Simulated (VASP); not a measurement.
Ni:

```xyz
3
Lattice="3.9541 0.0000 0.0000 -1.9770 3.4243 0.0000 0.0000 0.0000 2.4238" Properties=species:S:1:pos:R:3 pbc="T T T"
Ni    0.0000    0.0000    0.0000
Ni    0.0000    2.2829    1.2119
Ni    1.9770    1.1414    1.2119
```

This isn't the form of Ni at room conditions, which is fcc.

* Program: VASP 6.6.1
* Task: relaxation of cell and atoms
* Functional: PBE
* Potentials or basis: VASP PAW PBE potentials, release 64 (Ni)
* Cutoff: 600 eV
* k mesh: 9 × 9 × 13
* Occupations: fermi-dirac, width 0.05 eV
* Spin: collinear spin, ferromagnetic start
* Starting moments: [0.8, 0.8, 0.8] μB

At the start: pressure 3.1 GPa; volume 10.94 Å³/atom.

Q: Where does the relaxation end?

A: Over 4 steps the energy falls by 2.7 meV/atom and the volume is 11.11 Å³/atom (+1.5 %); space group P6/mmm (No. 191, to 0.1 Å) before and after; moment 1.90 μB per cell.

The path:
| step | energy change (eV) | largest force (eV/Å) | pressure (GPa) | volume (Å³) |
| --- | --- | --- | --- | --- |
| 1 | 0.0000 | 0.0000 | 3.09 | 32.82 |
| 2 | -0.0038 | 0.0000 | -2.67 | 33.83 |
| 3 | -0.0075 | 0.0000 | -0.38 | 33.40 |
| 4 | -0.0081 | 0.0000 | 0.03 | 33.32 |

Final structure:
```
Ni
1.0
     3.99062    0.00000    0.00000
    -1.99531    3.45598    0.00000
     0.00000    0.00000    2.41618
Ni
3
Direct
  0.00000 0.00000 0.00000
  0.33333 0.66667 0.50000
  0.66667 0.33333 0.50000
```
